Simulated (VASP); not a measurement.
# TlCl in VASP: single point with r2SCAN+D3(BJ)

Aim: the single point of TlCl with r2SCAN+D3(BJ).

All numbers are computed with VASP 6.6.1; they aren't measurements. Logs are shortened: lines on timing, memory, paths and dates and some standing lists are left out, and cuts for length are marked.

### 1 The cell of the first run

The cell holds a slab with vacuum, 6 atoms: a = 5.422 Å, b = 5.422 Å, c = 17.534 Å, α = 90.00°, β = 90.00°, γ = 60.00°.

### 2 Single point, r2SCAN+D3(BJ)

Input file POSCAR:

```
TlCl
1.0
    5.4220947981      0.0000000000      0.0000000000
    2.7110473991      4.6956718369      0.0000000000
    0.0000000000      0.0000000000     17.5339023302
Tl Cl
3 3
Direct
    0.0000000000      0.0000000000      0.3421942182
    0.6666666667      0.6666666667      0.4684388436
    0.3333333333      0.3333333333      0.5946834691
    0.3333333333      0.3333333333      0.4053165309
    0.0000000000      1.0000000000      0.5315611564
    0.6666666667      0.6666666667      0.6578057818
```

Input file INCAR.step1:

```
SYSTEM = TlCl
ALGO = Normal ; DIPOL = 0.5 0.5 0.500
EDIFF = 1E-5 ; ENCUT = 440
GGA = PE ; GGA_COMPAT = .False.
IDIPOL = 3 ; ISMEAR = 0
LASPH = .True. ; LCHARG = .False.
LDIPOL = .True. ; LREAL = .False.
LWAVE = .True. ; NBANDS = 39
NELM = 120 ; NELMDL = -8
PREC = Accurate ; SIGMA = 0.05
```

Input file INCAR.step2:

```
SYSTEM = TlCl
ALGO = Normal ; DIPOL = 0.5 0.5 0.500
EDIFF = 1E-6 ; ENCUT = 440
GGA_COMPAT = .False. ; IDIPOL = 3
ISIF = 2 ; ISMEAR = 0
ISTART = 1 ; IVDW = 12
LASPH = .True. ; LCHARG = .False.
LDIPOL = .True. ; LMIXTAU = .True.
LREAL = .False. ; LWAVE = .False.
METAGGA = R2SCAN ; NBANDS = 39
NELM = 120 ; PREC = Accurate
SIGMA = 0.05 ; VDW_A1 = 0.49484001
VDW_A2 = 5.73083694 ; VDW_S6 = 1.0
VDW_S8 = 0.78981345
```

Input file KPOINTS:

```
k-points
0
Gamma
  3 3 1
  0 0 0
```

Potentials or basis: VASP PAW PBE potentials, release 64 (Tl_d, Cl).

Command:

```console
$ cat potpaw_PBE.64/Tl_d/POTCAR potpaw_PBE.64/Cl/POTCAR > POTCAR
$ cp INCAR.step1 INCAR
$ mpirun -np 1 vasp_std > vasp.out
$ cp INCAR.step2 INCAR
$ mpirun -np 1 vasp_std > vasp.out
```

OUTCAR:

```text
SYSTEM = TlCl
   EDIFF = 1E-6
   ENCUT = 440
   ISIF = 2
   ISMEAR = 0
   ISTART = 1
   IVDW = 12
   LASPH = .True.
   LREAL = .False.
   METAGGA = R2SCAN
   NELM = 120
   PREC = Accurate
 IVDW          = 12

 ion  position               nearest neighbor table
   1  0.000  0.000  0.342-   4 3.32   4 3.32   4 3.32   5 3.32   2 3.83   2 3.83   2 3.83
   2  0.667  0.667  0.468-   4 3.32   4 3.32   5 3.32   4 3.32   5 3.32   5 3.32   6 3.32   1 3.83
                             1 3.83   1 3.83   3 3.83   3 3.83   3 3.83
   3  0.333  0.333  0.595-   6 3.32   6 3.32   5 3.32   5 3.32   5 3.32   6 3.32   4 3.32   2 3.83
                             2 3.83   2 3.83
   4  0.333  0.333  0.405-   2 3.32   2 3.32   1 3.32   1 3.32   1 3.32   2 3.32   3 3.32
   5  0.000  0.000  0.532-   3 3.32   3 3.32   3 3.32   2 3.32   2 3.32   2 3.32   1 3.32
   6  0.667  0.667  0.658-   3 3.32   3 3.32   3 3.32   2 3.32

  LATTYP: Found a hexagonal cell.
 ALAT       =     5.4220947981
 C/A-ratio  =     3.2337874904

  Lattice vectors:

 A1 = (  -2.7110473991,  -4.6956718369,   0.0000000000)
 A2 = (   5.4220947981,   0.0000000000,   0.0000000000)
 A3 = (   0.0000000000,   0.0000000000,  17.5339023302)

Analysis of symmetry for initial positions (statically):
=====================================================================
 Subroutine PRICEL returns:
 Original cell was already a primitive cell.

 Routine SETGRP: Setting up the symmetry group for a
 hexagonal supercell.

 Subroutine GETGRP returns: Found  6 space group operations
 (whereof  6 operations were pure point group operations)
 out of a pool of 24 trial point group operations.

The static configuration has the point symmetry C_3v.

Analysis of symmetry for dynamics (positions and initial velocities):
=====================================================================
 Subroutine PRICEL returns:
 Original cell was already a primitive cell.

 Routine SETGRP: Setting up the symmetry group for a
 hexagonal supercell.

 Subroutine GETGRP returns: Found  6 space group operations
 (whereof  6 operations were pure point group operations)
 out of a pool of 24 trial point group operations.

The dynamic configuration has the point symmetry C_3v.

 Subroutine INISYM returns: Found  6 space group operations
 (whereof  6 operations are pure point group operations),
 and found     1 'primitive' translations

----------------------------------------------------------------------------------------

                                     Primitive cell

  volume of cell :     446.4198

  direct lattice vectors                    reciprocal lattice vectors
     5.422094798  0.000000000  0.000000000     0.184430564 -0.106481036  0.000000000
     2.711047399  4.695671837  0.000000000     0.000000000  0.212962071  0.000000000
     0.000000000  0.000000000 17.533902330     0.000000000  0.000000000  0.057032370

  length of vectors
     5.422094798  5.422094798 17.533902330     0.212962071  0.212962071  0.057032370

  position of ions in fractional coordinates (direct lattice)
     0.000000000  0.000000000  0.342194218
     0.666666667  0.666666667  0.468438844
     0.333333333  0.333333333  0.594683469
     0.333333333  0.333333333  0.405316531
     0.000000000  0.000000000  0.531561156
     0.666666667  0.666666667  0.657805782

  ion indices of the primitive-cell ions
   primitive index   ion index
                 1           1
                 2           2
                 3           3
                 4           4
                 5           5
                 6           6

----------------------------------------------------------------------------------------

 KPOINTS: k-points

Automatic generation of k-mesh.
 Grid dimensions read from file:
 generate k-points for:    3    3    1

 Generating k-lattice:

  Cartesian coordinates                     Fractional coordinates (reciprocal lattice)
     0.061476855 -0.035493679  0.000000000     0.333333333  0.000000000  0.000000000
     0.000000000  0.070987357  0.000000000     0.000000000  0.333333333  0.000000000
     0.000000000  0.000000000  0.057032370     0.000000000  0.000000000  1.000000000

  Length of vectors
     0.070987357  0.070987357  0.057032370

  Shift w.r.t. Gamma in fractional coordinates (k-lattice)
     0.000000000  0.000000000  0.000000000

 Subroutine IBZKPT returns following result:
 ===========================================

 Found      3 irreducible k-points:

 Following reciprocal coordinates:
            Coordinates               Weight
  0.000000  0.000000  0.000000      1.000000
  0.333333 -0.000000  0.000000      6.000000
 -0.333333  0.333333  0.000000      2.000000
   k-points           NKPTS =      3   k-points in BZ     NKDIM =      3   number of bands    NBANDS=     39
   number of dos      NEDOS =    301   number of ions     NIONS =      6
   total plane-waves  NPLWV = 192000
   dimension x,y,z NGX =    40 NGY =   40 NGZ =  120
   dimension x,y,z NGXF=    80 NGYF=   80 NGZF=  240
   ions per type =               3   3
   NGX,Y,Z   is equivalent  to a cutoff of  12.26, 12.26, 11.38 a.u.
   NGXF,Y,Z  is equivalent  to a cutoff of  24.53, 24.53, 22.76 a.u.
 SYSTEM =  TlCl
   PREC   = accura    normal or accurate (medium, high low for compatibility)
   ISTART =      1    job   : 0-new  1-cont  2-samecut
   ICHARG =      0    charge: 1-file 2-atom 10-const
   ISPIN  =      1    spin polarized calculation?
   LNONCOLLINEAR =      F non collinear calculations
   LSORBIT =      F    spin-orbit coupling
   LASPH  =      T    aspherical Exc in radial PAW
   ENCUT  =  440.0 eV  32.34 Ry    5.69 a.u.   9.27  9.27 29.99*2*pi/ulx,y,z
   NELM   =    120;   NELMIN=  2; NELMDL=  0     # of ELM steps
   EDIFF  = 0.1E-05   stopping-criterion for ELM
   LREAL  =      F    real-space projection
   EDIFFG = 0.1E-04   stopping-criterion for IOM
   NSW    =      0    number of steps for IOM
   IBRION =     -1    ionic relax: 0-MD 1-quasi-New 2-CG
   NFREE  =      0    steps in history (QN), initial steepest desc. (CG)
   ISIF   =      2    stress and relaxation
   ISYM   =      2    0-nonsym 1-usesym 2-fastsym
   POTIM  = 0.5000    time-step for ionic-motion
   TEBEG  =    0.0;   TEEND  =   0.0 temperature during run
   PSTRESS=    0.0 pullay stress
   NELECT =      60.0000    total number of electrons
   NUPDOWN=      -1.0000    fix difference up-down
   EMIN   =  10.00;   EMAX   =-10.00  energy-range for DOS
   EFERMI =   0.00;   METHOD = LEGACY
   ISMEAR =     0;   SIGMA  =   0.05  broadening in eV -4-tet -1-fermi 0-gaus
   EFERMI_NEDOS =   21; number of points for ismear=-14 and -15
   IALGO  =     38    algorithm
   IMIX   =      4    mixing-type and parameters
     AMIX     =   0.40;   BMIX     =  1.00
     AMIX_MAG =   1.60;   BMIX_MAG =  1.00
  volume/ion in A,a.u.               =      74.40       502.10
  Fermi-wavevector in a.u.,A,eV,Ry     =   0.838579  1.584685  9.567823  0.703215
  Thomas-Fermi vector in A             =   1.952657
   LORBIT       =      0    0 simple, 1 ext, 2 COOP (PROOUT), +10 PAW based schemes
   METAGGA = R2SCAN    functional components
   LHFCALC =     F    Hartree Fock is set to
   AEXX    =    0.0000 exact exchange contribution
   IVDW    =    12    specifies the selected vdW correction
   LEPSILON=     F    determine dielectric tensor
   LRPA    =     F    only Hartree local field effects (RPA)
 non-spin polarized calculation
 Gauss-broadening in eV      SIGMA  =   0.05
  energy-cutoff  :      440.00
  volume of cell :      446.42
 maximum number of plane-waves:      9371
 NGX is ok and might be reduce to    40
   NGX = 19   NGY = 19   NGZ = 59

 number of electron      60.0000003 magnetization

 dipolmoment           0.000000      0.000000      0.699719 electrons x Angstroem

 Free energy of the ion-electron system (eV)
  ---------------------------------------------------
  ext. energy  EPLUGINS =         0.00000000
  ---------------------------------------------------
  free energy    TOTEN  =      -183.15238618 eV

  energy without entropy =     -183.15238618  energy(sigma->0) =     -183.15238618

 E-fermi :  -1.8052     XC(G=0):  -4.2194

 val. band max:       -2.0273245218   @ k =  -0.3333   0.3333   0.0000
 cond. band min:      -0.5311755833   @ k =   0.3333  -0.0000   0.0000
 fundamental gap:      1.4961489385
 Fermi energy:        -1.8051752380

 k-point     1 :       0.0000    0.0000    0.0000
  band No.  band energies     occupation
      1     -17.7367      2.00000
      2     -16.5847      2.00000
      3     -14.9080      2.00000
      4     -14.6632      2.00000
      5     -14.6632      2.00000
      6     -14.6399      2.00000
[... 31 lines left out ...]
     38       3.0562      0.00000
     39       4.3764      0.00000

 k-point     2 :       0.3333   -0.0000    0.0000
  band No.  band energies     occupation
      1     -17.7117      2.00000
      2     -16.5800      2.00000
      3     -14.9073      2.00000
      4     -14.6561      2.00000
      5     -14.6556      2.00000
      6     -14.6401      2.00000
[... 31 lines left out ...]
     38       3.6288      0.00000
     39       4.0922      0.00000

 k-point     3 :      -0.3333    0.3333    0.0000
  band No.  band energies     occupation
      1     -17.7004      2.00000
      2     -16.5756      2.00000
      3     -14.9050      2.00000
      4     -14.6551      2.00000
      5     -14.6521      2.00000
      6     -14.6411      2.00000
[... 31 lines left out ...]
     38       3.6031      0.00000
     39       3.9919      0.00000

------------------------ aborting loop because EDIFF is reached ----------------------------------------

 vacuum level on the upper side and lower side of the slab       (xc-potential included)         2.359        -2.447

 Edisp (eV)   -0.45952

 E8    (eV) :    -0.1732

  FORCE on cell =-STRESS in cart. coord.  units (eV):
  Direction    XX          YY          ZZ          XY          YZ          ZX
  --------------------------------------------------------------------------------------
  -------------------------------------------------------------------------------------
  Total      -1.57009    -1.57009    -3.81632    -0.00000     0.00000    -0.00000
  in kB      -5.63497    -5.63497   -13.69659    -0.00000     0.00000    -0.00000
  external pressure =       -8.32 kB  Pullay stress =        0.00 kB

 VOLUME and BASIS-vectors are now :
 -----------------------------------------------------------------------------
  energy-cutoff  :      440.00
  volume of cell :      446.42
      direct lattice vectors                 reciprocal lattice vectors
     5.422094798  0.000000000  0.000000000     0.184430564 -0.106481036  0.000000000
     2.711047399  4.695671837  0.000000000     0.000000000  0.212962071  0.000000000
     0.000000000  0.000000000 17.533902330     0.000000000  0.000000000  0.057032370

 POSITION                                       TOTAL-FORCE (eV/Angst)
 -----------------------------------------------------------------------------------
      0.00000      0.00000      6.00000        -0.000000      0.000000      0.864185
      5.42209      3.13045      8.21356        -0.000000     -0.000000      1.231116
      2.71105      1.56522     10.42712        -0.000000     -0.000000      0.884050
      2.71105      1.56522      7.10678         0.000000     -0.000000     -0.807613
      0.00000      0.00000      9.32034        -0.000000     -0.000000     -1.109591
      5.42209      3.13045     11.53390         0.000000      0.000000     -1.062148
 -----------------------------------------------------------------------------------
    total drift:                                0.000000      0.000000      0.000578

  FREE ENERGIE OF THE ION-ELECTRON SYSTEM (eV)
  ---------------------------------------------------
  free  energy   TOTEN  =      -183.6119019910 eV

  energy  without entropy=     -183.6119019909  energy(sigma->0) =     -183.61190199

 vacuum level on the upper side and lower side of the slab         5.565         0.595
```

Wall time 7.2 min (1 thread of Intel Xeon Platinum 8488C (Sapphire Rapids), shared host); peak memory 0.48 GiB.

Results:

```
Free energy                : -183.6119 eV
Largest force              : 1.231 eV/Å
Band gap on the k mesh     : 1.50 eV, indirect (least direct gap 1.60 eV)
Dispersion energy per atom : -0.077 eV
```

Forces in eV/Å, atoms in the order of the input:
```
Tl   0.000  0.000  0.864
Tl   0.000  0.000  1.231
Tl   0.000  0.000  0.884
Cl   0.000  0.000 -0.808
Cl   0.000  0.000 -1.110
Cl   0.000  0.000 -1.062
```

Caveat: the k points lie up to 0.45 Å⁻¹ apart; three body term missing; the PAW data sets were made with another functional, which shifts forces and pressure a little; spin-orbit coupling is left out, which moves the levels of the heavy elements.
